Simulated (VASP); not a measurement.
BiSb2O2, 10 atoms in the cell. It takes space group P4/mbm (No. 127, tetragonal). The conventional cell has a = 8.377 Å, b = 8.377 Å, c = 3.289 Å, α = 90.00°, β = 90.00°, γ = 90.00°. Within 2.8 Å of Sb (site symmetry m2m) lie 2 O at 2.09 Å. Within 4.1 Å of Bi (site symmetry 4/m) lie 4 O at 3.14 Å and 2 Bi at 3.29 Å and 8 Sb at 3.40 Å. O (site symmetry m2m) has 2 Sb at 2.09 Å within 2.8 Å. The cell was built from a structure type or drawn by symmetry, and may not be a known phase.

```yaml
Program: VASP 6.6.1
Task: relaxation of cell and atoms
Functional: PBE
Potentials_or_basis: VASP PAW PBE potentials, release 64 (Sb, Bi_d, O)
Cutoff: 600 eV
k_mesh: 2 × 2 × 6
Occupations: gaussian, width 0.1 eV
Spin: no spin polarisation
Dipole_correction: no
Further_INCAR_settings: ALGO = Normal; EDIFF = 1e-07; IBRION = 2; EDIFFG = -0.04; NSW = 90; ISIF = 3
```

Potentials or basis: VASP PAW PBE potentials, release 64 (Sb, Bi_d, O).

Launch:

```sh
$ cat potpaw_PBE.64/Sb/POTCAR potpaw_PBE.64/Bi_d/POTCAR potpaw_PBE.64/O/POTCAR > POTCAR
$ mpirun -np 1 vasp_std > vasp.out
```

Hardware: 1 thread of AMD EPYC 9R45 (Zen 5), with other jobs on the host.

Question: How long does it take, and how much memory?

Answer: Wall time 40 min on 1 thread of AMD EPYC 9R45 (Zen 5) (shared host), peak memory 0.47 GiB. Counts: scf iterations 346, k points 12, ion steps 33.
